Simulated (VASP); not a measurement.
# BNH6 in VASP: further runs

Runs on BNH6. Level: PBE. Tasks: single point, relaxation of the atoms.

All numbers are computed with VASP 6.6.1; they aren't measurements. Logs are shortened: lines on timing, memory, paths and dates and some standing lists are left out, and cuts for length are marked.

## (1) The cell of the first run

The cell holds a cluster in a box, 8 atoms: a = 10.200 Å, b = 10.500 Å, c = 10.800 Å, α = 90.00°, β = 90.00°, γ = 90.00°.

## (2) Single point, PBE

INCAR

```
ALGO = Normal
EDIFF = 1E-7
ENCUT = 520
GGA = PE
ISIF = 2
ISMEAR = 0
LASPH = True
LCHARG = False
LREAL = False
LWAVE = False
NBANDS = 17
NELM = 100
PREC = Accurate
SIGMA = 0.05
```

KPOINTS

```
k-points
0
Gamma
  1 1 1
```

POSCAR

```
BH6N
1.0
   10.2000000000      0.0000000000      0.0000000000
    0.0000000000     10.5000000000      0.0000000000
    0.0000000000      0.0000000000     10.8000000000
B N H
1 1 6
Direct
    0.5441513306      0.4571123085      0.5416958855
    0.4510272978      0.5475737342      0.4537470904
    0.6091492219      0.5310690104      0.6030772733
    0.6091466967      0.3939633394      0.4697905738
    0.4680214945      0.3939839352      0.6030771095
    0.5061127817      0.6051532649      0.3977838540
    0.3917642228      0.4940538717      0.3977800294
    0.3917594405      0.6051332630      0.5057844214
```

Potentials or basis: VASP PAW PBE potentials, release 64 (B, N, H).

Launch:

```
$ cat potpaw_PBE.64/B/POTCAR potpaw_PBE.64/N/POTCAR potpaw_PBE.64/H/POTCAR > POTCAR
$ mpirun -np 1 vasp_gam > vasp.out
```

OUTCAR:

```text
EDIFF = 1E-7
   ENCUT = 520
   GGA = PE
   ISIF = 2
   ISMEAR = 0
   LASPH = True
   LREAL = False
   NELM = 100
   PREC = Accurate

 ion  position               nearest neighbor table
   1  0.544  0.457  0.542-   5 1.22   3 1.22   4 1.22   2 1.65
   2  0.451  0.548  0.454-   6 1.02   7 1.02   8 1.02   1 1.65
   3  0.609  0.531  0.603-   1 1.22
   4  0.609  0.394  0.470-   1 1.22
   5  0.468  0.394  0.603-   1 1.22
   6  0.506  0.605  0.398-   2 1.02
   7  0.392  0.494  0.398-   2 1.02
   8  0.392  0.605  0.506-   2 1.02

  LATTYP: Found a simple orthorhombic cell.
 ALAT       =    10.2000000000
 B/A-ratio  =     1.0294117647
 C/A-ratio  =     1.0588235294

  Lattice vectors:

 A1 = (  10.2000000000,   0.0000000000,   0.0000000000)
 A2 = (   0.0000000000,  10.5000000000,   0.0000000000)
 A3 = (   0.0000000000,   0.0000000000,  10.8000000000)

Analysis of symmetry for initial positions (statically):
=====================================================================
 Subroutine PRICEL returns:
 Original cell was already a primitive cell.

 Routine SETGRP: Setting up the symmetry group for a
 simple orthorhombic supercell.

 Subroutine GETGRP returns: Found  1 space group operations
 (whereof  1 operations were pure point group operations)
 out of a pool of  8 trial point group operations.

The static configuration has the point symmetry C_1 .

Analysis of symmetry for dynamics (positions and initial velocities):
=====================================================================
 Subroutine PRICEL returns:
 Original cell was already a primitive cell.

 Routine SETGRP: Setting up the symmetry group for a
 simple orthorhombic supercell.

 Subroutine GETGRP returns: Found  1 space group operations
 (whereof  1 operations were pure point group operations)
 out of a pool of  8 trial point group operations.

The dynamic configuration has the point symmetry C_1 .

 Subroutine INISYM returns: Found  1 space group operations
 (whereof  1 operations are pure point group operations),
 and found     1 'primitive' translations

----------------------------------------------------------------------------------------

                                     Primitive cell

  volume of cell :    1156.6800

  direct lattice vectors                    reciprocal lattice vectors
    10.200000000  0.000000000  0.000000000     0.098039216  0.000000000  0.000000000
     0.000000000 10.500000000  0.000000000     0.000000000  0.095238095  0.000000000
     0.000000000  0.000000000 10.800000000     0.000000000  0.000000000  0.092592593

  length of vectors
    10.200000000 10.500000000 10.800000000     0.098039216  0.095238095  0.092592593

  position of ions in fractional coordinates (direct lattice)
     0.544151331  0.457112309  0.541695885
     0.451027298  0.547573734  0.453747090
     0.609149222  0.531069010  0.603077273
     0.609146697  0.393963339  0.469790574
     0.468021495  0.393983935  0.603077109
     0.506112782  0.605153265  0.397783854
     0.391764223  0.494053872  0.397780029
     0.391759441  0.605133263  0.505784421

  ion indices of the primitive-cell ions
   primitive index   ion index
                 1           1
                 2           2
                 3           3
                 4           4
                 5           5
                 6           6
                 7           7
                 8           8

----------------------------------------------------------------------------------------

 KPOINTS: k-points

Automatic generation of k-mesh.
 Grid dimensions read from file:
 generate k-points for:    1    1    1

 Generating k-lattice:

  Cartesian coordinates                     Fractional coordinates (reciprocal lattice)
     0.098039216  0.000000000  0.000000000     1.000000000  0.000000000  0.000000000
     0.000000000  0.095238095  0.000000000     0.000000000  1.000000000  0.000000000
     0.000000000  0.000000000  0.092592593     0.000000000  0.000000000  1.000000000

  Length of vectors
     0.098039216  0.095238095  0.092592593

  Shift w.r.t. Gamma in fractional coordinates (k-lattice)
     0.000000000  0.000000000  0.000000000

 Subroutine IBZKPT returns following result:
 ===========================================

 Found      1 irreducible k-points:

 Following reciprocal coordinates:
            Coordinates               Weight
  0.000000  0.000000  0.000000      1.000000
   k-points           NKPTS =      1   k-points in BZ     NKDIM =      1   number of bands    NBANDS=     17
   number of dos      NEDOS =    301   number of ions     NIONS =      8
   total plane-waves  NPLWV = 512000
   dimension x,y,z NGX =    80 NGY =   80 NGZ =   80
   dimension x,y,z NGXF=   160 NGYF=  160 NGZF=  160
   ions per type =               1   1   6
   NGX,Y,Z   is equivalent  to a cutoff of  13.04, 12.67, 12.31 a.u.
   NGXF,Y,Z  is equivalent  to a cutoff of  26.08, 25.33, 24.63 a.u.
 SYSTEM =  unknown system
   PREC   = accura    normal or accurate (medium, high low for compatibility)
   ISTART =      0    job   : 0-new  1-cont  2-samecut
   ICHARG =      2    charge: 1-file 2-atom 10-const
   ISPIN  =      1    spin polarized calculation?
   LNONCOLLINEAR =      F non collinear calculations
   LSORBIT =      F    spin-orbit coupling
   LASPH  =      T    aspherical Exc in radial PAW
   ENCUT  =  520.0 eV  38.22 Ry    6.18 a.u.  18.97 19.52 20.08*2*pi/ulx,y,z
   NELM   =    100;   NELMIN=  2; NELMDL= -5     # of ELM steps
   EDIFF  = 0.1E-06   stopping-criterion for ELM
   LREAL  =      F    real-space projection
   EDIFFG = 0.1E-05   stopping-criterion for IOM
   NSW    =      0    number of steps for IOM
   IBRION =     -1    ionic relax: 0-MD 1-quasi-New 2-CG
   NFREE  =      0    steps in history (QN), initial steepest desc. (CG)
   ISIF   =      2    stress and relaxation
   ISYM   =      2    0-nonsym 1-usesym 2-fastsym
   POTIM  = 0.5000    time-step for ionic-motion
   TEBEG  =    0.0;   TEEND  =   0.0 temperature during run
   PSTRESS=    0.0 pullay stress
   NELECT =      14.0000    total number of electrons
   NUPDOWN=      -1.0000    fix difference up-down
   EMIN   =  10.00;   EMAX   =-10.00  energy-range for DOS
   EFERMI =   0.00;   METHOD = LEGACY
   ISMEAR =     0;   SIGMA  =   0.05  broadening in eV -4-tet -1-fermi 0-gaus
   EFERMI_NEDOS =   21; number of points for ismear=-14 and -15
   IALGO  =     38    algorithm
   IMIX   =      4    mixing-type and parameters
     AMIX     =   0.40;   BMIX     =  1.00
     AMIX_MAG =   1.60;   BMIX_MAG =  1.00
  volume/ion in A,a.u.               =     144.59       975.71
  Fermi-wavevector in a.u.,A,eV,Ry     =   0.375878  0.710306  1.922285  0.141284
  Thomas-Fermi vector in A             =   1.307306
   LORBIT       =      0    0 simple, 1 ext, 2 COOP (PROOUT), +10 PAW based schemes
   GGA     = PE    functional components
   LHFCALC =     F    Hartree Fock is set to
   AEXX    =    0.0000 exact exchange contribution
   IVDW    =     0    specifies the selected vdW correction
   LEPSILON=     F    determine dielectric tensor
   LRPA    =     F    only Hartree local field effects (RPA)
 non-spin polarized calculation
 Gauss-broadening in eV      SIGMA  =   0.05
  energy-cutoff  :      520.00
  volume of cell :     1156.68
 maximum number of plane-waves:     15552
 NGX is ok and might be reduce to    80
   NGX = 37   NGY = 39   NGZ = 41

 number of electron      14.0000000 magnetization

 Free energy of the ion-electron system (eV)
  ---------------------------------------------------
  ext. energy  EPLUGINS =         0.00000000
  ---------------------------------------------------
  free energy    TOTEN  =       -36.96108365 eV

  energy without entropy =      -36.96108365  energy(sigma->0) =      -36.96108365

 E-fermi :  -5.9912     XC(G=0):  -0.9196

 val. band max:       -6.2694062094   @ k =   0.0000   0.0000   0.0000
 cond. band min:      -1.1926498432   @ k =   0.0000   0.0000   0.0000
 fundamental gap:      5.0767563662
 Fermi energy:        -5.9912130073

 k-point     1 :       0.0000    0.0000    0.0000
  band No.  band energies     occupation
      1     -23.4937      2.00000
      2     -13.3568      2.00000
      3     -13.3553      2.00000
      4     -12.3416      2.00000
      5      -8.3557      2.00000
      6      -6.2713      2.00000
[... 9 lines left out ...]
     16       1.5980      0.00000
     17       1.8310      0.00000

------------------------ aborting loop because EDIFF is reached ----------------------------------------

  FORCE on cell =-STRESS in cart. coord.  units (eV):
  Direction    XX          YY          ZZ          XY          YZ          ZX
  --------------------------------------------------------------------------------------
  -------------------------------------------------------------------------------------
  Total       -0.1319460     -0.1319875     -0.1345400     -0.0235842     -0.0215659      0.0228873
  in kB       -0.1827652     -0.1828228     -0.1863583     -0.0326677     -0.0298720      0.0317023
  external PRESSURE =      -0.1839821 kB  Pullay stress =       0.0000000 kB

 VOLUME and BASIS-vectors are now :
 -----------------------------------------------------------------------------
  energy-cutoff  :      520.00
  volume of cell :     1156.68
      direct lattice vectors                 reciprocal lattice vectors
    10.200000000  0.000000000  0.000000000     0.098039216  0.000000000  0.000000000
     0.000000000 10.500000000  0.000000000     0.000000000  0.095238095  0.000000000
     0.000000000  0.000000000 10.800000000     0.000000000  0.000000000  0.092592593

 POSITION                                       TOTAL-FORCE (eV/Angst)
 -----------------------------------------------------------------------------------
      5.55034      4.79968      5.85032        -0.023372      0.023397     -0.023897
      4.60048      5.74952      4.90047        -0.041777      0.041483     -0.040993
      6.21332      5.57622      6.51323         0.010346     -0.014425      0.009417
      6.21330      4.13662      5.07374         0.010039     -0.009423      0.013876
      4.77382      4.13683      6.51323         0.015417     -0.010078      0.009688
      5.16235      6.35411      4.29607         0.008903     -0.010319      0.010534
      3.99600      5.18757      4.29602         0.010064     -0.009617      0.011004
      3.99595      6.35390      5.46247         0.010378     -0.011016      0.010371
 -----------------------------------------------------------------------------------
    total drift:                                0.000241     -0.000234     -0.000058

  FREE ENERGIE OF THE ION-ELECTRON SYSTEM (eV)
  ---------------------------------------------------
  free  energy   TOTEN  =       -36.9610836540 eV

  energy  without entropy=      -36.9610836540  energy(sigma->0) =      -36.96108365
```

It took 3.1 min on 1 thread of Intel Xeon 8259CL, shared host; peak memory 0.93 GiB.

Results:

```
Free energy                     : -36.9611 eV
Largest force                   : 0.072 eV/Å
Gap between the frontier levels : 5.08 eV
```

Forces in eV/Å, atoms in the order of the input:
```
B   -0.023  0.023 -0.024
N   -0.042  0.041 -0.041
H    0.010 -0.014  0.009
H    0.010 -0.009  0.014
H    0.015 -0.010  0.010
H    0.009 -0.010  0.011
H    0.010 -0.010  0.011
H    0.010 -0.011  0.010
```

## (3) Relaxation of the atoms, PBE

INCAR

```
PREC = Accurate
ENCUT = 520
EDIFF = 1E-6
ISMEAR = 0
SIGMA = 0.05
LREAL = False
LASPH = True
NELM = 80
ALGO = Normal
ISIF = 2
LWAVE = False
LCHARG = False
GGA = PE
IBRION = 2
NSW = 60
EDIFFG = -0.03
```

KPOINTS

```
regular mesh
0
Gamma
  1 1 1
```

POSCAR

```
BH6N
1.0
   10.2000000000      0.0000000000      0.0000000000
    0.0000000000     10.5000000000      0.0000000000
    0.0000000000      0.0000000000     10.8000000000
B N H
1 1 6
Direct
    0.5396090544      0.4615226328      0.5374085514
    0.4507684411      0.5478249430      0.4535035277
    0.6069665858      0.5269556633      0.6010239977
    0.6069665858      0.3960896023      0.4737931051
    0.4722515230      0.3960896023      0.6010239977
    0.5085034680      0.6039103977      0.3989760023
    0.3930334142      0.4917394882      0.3989760023
    0.3930334142      0.6039103977      0.5080310531
```

Potentials or basis: VASP PAW PBE potentials, release 64 (B, N, H).

Launch:

```
$ cat potpaw_PBE.64/B/POTCAR potpaw_PBE.64/N/POTCAR potpaw_PBE.64/H/POTCAR > POTCAR
$ mpirun -np 1 vasp_gam > vasp.out
```

OUTCAR:

```text
PREC = Accurate
   ENCUT = 520
   EDIFF = 1E-6
   ISMEAR = 0
   LREAL = False
   LASPH = True
   NELM = 80
   ISIF = 2
   GGA = PE
   IBRION = 2
   NSW = 60
   EDIFFG = -0.03

 ion  position               nearest neighbor table
   1  0.540  0.462  0.537-   4 1.19   5 1.19   3 1.19   2 1.57
   2  0.451  0.548  0.454-   6 1.02   8 1.02   7 1.02   1 1.57
   3  0.607  0.527  0.601-   1 1.19
   4  0.607  0.396  0.474-   1 1.19
   5  0.472  0.396  0.601-   1 1.19
   6  0.509  0.604  0.399-   2 1.02
   7  0.393  0.492  0.399-   2 1.02
   8  0.393  0.604  0.508-   2 1.02

  LATTYP: Found a simple orthorhombic cell.
 ALAT       =    10.2000000000
 B/A-ratio  =     1.0294117647
 C/A-ratio  =     1.0588235294

  Lattice vectors:

 A1 = (  10.2000000000,   0.0000000000,   0.0000000000)
 A2 = (   0.0000000000,  10.5000000000,   0.0000000000)
 A3 = (   0.0000000000,   0.0000000000,  10.8000000000)

Analysis of symmetry for initial positions (statically):
=====================================================================
 Subroutine PRICEL returns:
 Original cell was already a primitive cell.

 Routine SETGRP: Setting up the symmetry group for a
 simple orthorhombic supercell.

 Subroutine GETGRP returns: Found  1 space group operations
 (whereof  1 operations were pure point group operations)
 out of a pool of  8 trial point group operations.

The static configuration has the point symmetry C_1 .

Analysis of symmetry for dynamics (positions and initial velocities):
=====================================================================
 Subroutine PRICEL returns:
 Original cell was already a primitive cell.

 Routine SETGRP: Setting up the symmetry group for a
 simple orthorhombic supercell.

 Subroutine GETGRP returns: Found  1 space group operations
 (whereof  1 operations were pure point group operations)
[... 113 lines left out ...]
  Thomas-Fermi vector in A             =   1.307306
   LORBIT       =      0    0 simple, 1 ext, 2 COOP (PROOUT), +10 PAW based schemes
   GGA     = PE    functional components
   LHFCALC =     F    Hartree Fock is set to
   AEXX    =    0.0000 exact exchange contribution
   IVDW    =     0    specifies the selected vdW correction
   LEPSILON=     F    determine dielectric tensor
   LRPA    =     F    only Hartree local field effects (RPA)
 conjugate gradient relaxation of ions
 non-spin polarized calculation
 Gauss-broadening in eV      SIGMA  =   0.05
  energy-cutoff  :      520.00
  volume of cell :     1156.68
 maximum number of plane-waves:     15552
 NGX is ok and might be reduce to    80
   NGX = 37   NGY = 39   NGZ = 41

--------------------------------------- Ionic step        1  -------------------------------------------

 number of electron      14.0000001 magnetization

 Free energy of the ion-electron system (eV)
  ---------------------------------------------------
  ext. energy  EPLUGINS =         0.00000000
  ---------------------------------------------------
  free energy    TOTEN  =       -36.85236915 eV

  energy without entropy =      -36.85236915  energy(sigma->0) =      -36.85236915

------------------------ aborting loop because EDIFF is reached ----------------------------------------

  FORCE on cell =-STRESS in cart. coord.  units (eV):
  Direction    XX          YY          ZZ          XY          YZ          ZX
  --------------------------------------------------------------------------------------
  -------------------------------------------------------------------------------------
  Total        1.2816361      1.2818153      1.2780432     -0.2137434     -0.2079622      0.2113071
  in kB        1.7752605      1.7755087      1.7702838     -0.2960670     -0.2880592      0.2926924
  external PRESSURE =       1.7736844 kB  Pullay stress =       0.0000000 kB
[... 107 lines left out ...]
  FREE ENERGIE OF THE ION-ELECTRON SYSTEM (eV)
  ---------------------------------------------------
  free  energy   TOTEN  =       -36.9491768547 eV

  energy  without entropy=      -36.9491768547  energy(sigma->0) =      -36.94917685

[... ionic steps 4 to 8 ...]

--------------------------------------- Ionic step        9  -------------------------------------------

 number of electron      14.0000000 magnetization

------------------------ aborting loop because EDIFF is reached ----------------------------------------
[... 79 lines left out ...]
--------------------------------------- Ionic step       11  -------------------------------------------

 number of electron      14.0000000 magnetization

 Free energy of the ion-electron system (eV)
  ---------------------------------------------------
  ext. energy  EPLUGINS =         0.00000000
  ---------------------------------------------------
  free energy    TOTEN  =       -36.96111833 eV

  energy without entropy =      -36.96111833  energy(sigma->0) =      -36.96111833

 E-fermi :  -5.9817     XC(G=0):  -0.9374

 val. band max:       -6.2682081076   @ k =   0.0000   0.0000   0.0000
 cond. band min:      -1.1896097121   @ k =   0.0000   0.0000   0.0000
 fundamental gap:      5.0785983955
 Fermi energy:        -5.9817026346

 k-point     1 :       0.0000    0.0000    0.0000
  band No.  band energies     occupation
      1     -23.4969      2.00000
      2     -13.3766      2.00000
      3     -13.3721      2.00000
      4     -12.3358      2.00000
      5      -8.3520      2.00000
      6      -6.2698      2.00000
      7      -6.2682      2.00000
      8      -1.1896      0.00000
      9       0.2780      0.00000
     10       0.3947      0.00000
     11       0.4312      0.00000
     12       0.9465      0.00000
[... 33 lines left out ...]
  FREE ENERGIE OF THE ION-ELECTRON SYSTEM (eV)
  ---------------------------------------------------
  free  energy   TOTEN  =       -36.9611183298 eV

  energy  without entropy=      -36.9611183298  energy(sigma->0) =      -36.96111833

 reached required accuracy - stopping structural energy minimisation
```

Run time: 12 min. Hardware: 1 thread of Intel Xeon 8259CL, shared host; peak memory 1.1 GiB.

Results:

```
Free energy                     : -36.9611 eV
Energy gained by relaxing       : 13.6 meV/atom
Ionic steps                     : 11
Largest force after relaxing    : 0.026 eV/Å
Gap between the frontier levels : 5.08 eV
```

Forces in eV/Å, atoms in the order of the input:
```
B   -0.008  0.009 -0.011
N   -0.023  0.012  0.001
H    0.015 -0.009  0.014
H    0.015 -0.014  0.009
H    0.009 -0.015  0.015
H   -0.001  0.011 -0.012
H   -0.006  0.005 -0.007
H    0.000  0.000 -0.010
```

Step by step:
```csv
step,energy change (eV),largest force (eV/Å),pressure (GPa)
1,0.0000,1.1528,0.18
2,-0.0915,0.5005,0.04
3,-0.0968,0.6905,0.01
4,-0.0972,0.6240,-0.10
5,-0.1055,0.2276,-0.05
6,-0.1083,0.0703,-0.01
7,-0.1084,0.0521,-0.02
8,-0.1087,0.0816,-0.01
9,-0.1087,0.0669,-0.01
10,-0.1086,0.1427,-0.01
11,-0.1087,0.0260,-0.01
```

Final structure:
```
CELL_PARAMETERS angstrom
10.20000 0.00000 0.00000
0.00000 10.50000 0.00000
0.00000 0.00000 10.80000
ATOMIC_POSITIONS crystal
B 0.54400 0.45727 0.54154
N 0.45097 0.54763 0.45368
H 0.60901 0.53114 0.60294
H 0.60901 0.39411 0.46971
H 0.46796 0.39411 0.60294
H 0.50638 0.60501 0.39792
H 0.39189 0.49378 0.39793
H 0.39190 0.60500 0.50607
```

Levels at points of the mesh, in eV from the valence-band top:
```
           k point  band 3  band 4  band 5  band 6  band 7  band 8  band 9  band 10  band 11  band 12
(0.00, 0.00, 0.00)   -7.10   -6.07   -2.08    0.00    0.00    5.08    6.55     6.66     6.70     7.21
```
